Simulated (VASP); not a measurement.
# Be: single point with PBE

The system is Be.

```
Be
1.0
     4.56279    0.00000    0.00000
    -2.28139    3.95149    0.00000
     0.00000    0.00000    7.19296
Be
16
Direct
  0.16667 0.33333 0.12500
  0.33333 0.16667 0.37500
  0.16667 0.33333 0.62500
  0.33333 0.16667 0.87500
  0.16667 0.83333 0.12500
  0.33333 0.66667 0.37500
  0.16667 0.83333 0.62500
  0.33333 0.66667 0.87500
  0.66667 0.33333 0.12500
  0.83333 0.16667 0.37500
  0.66667 0.33333 0.62500
  0.83333 0.16667 0.87500
  0.66667 0.83333 0.12500
  0.83333 0.66667 0.37500
  0.66667 0.83333 0.62500
  0.83333 0.66667 0.87500
```

```yaml
Program: VASP 6.6.1
Task: single point
Functional: PBE
Potentials_or_basis: VASP PAW PBE potentials, release 64 (Be)
Cutoff: 520 eV
k_mesh: 8 × 8 × 4
Occupations: fermi-dirac, width 0.05 eV
Spin: no spin polarisation
```

```yaml
Pressure: -2.8 GPa
Band_gap_on_the_k_mesh: zero (bands 16 and 17 overlap by 1.50 eV)
```

Stress tensor (GPa, compression positive):
```
-2.13  0.00  0.00
 0.00 -2.13  0.00
 0.00  0.00 -4.15
```

Levels at points of the mesh, in eV from the Fermi level:
```tsv
k point	band 14	band 15	band 16	band 17	band 18	band 19
(0.00, 0.00, 0.00)	-3.05	-3.05	-3.05	1.07	1.56	1.56
(0.50, 0.00, 0.00)	-2.00	0.86	0.86	1.32	1.32	1.93
(0.00, 0.00, 0.50)	-3.04	-3.04	-3.04	2.47	2.47	2.47
(0.50, 0.00, 0.50)	-1.43	-1.43	-1.43	2.36	2.36	2.36
```

Run time: 4.9 min on 1 thread of Intel Xeon 8259CL, with other jobs on the host, peak memory 0.28 GiB.
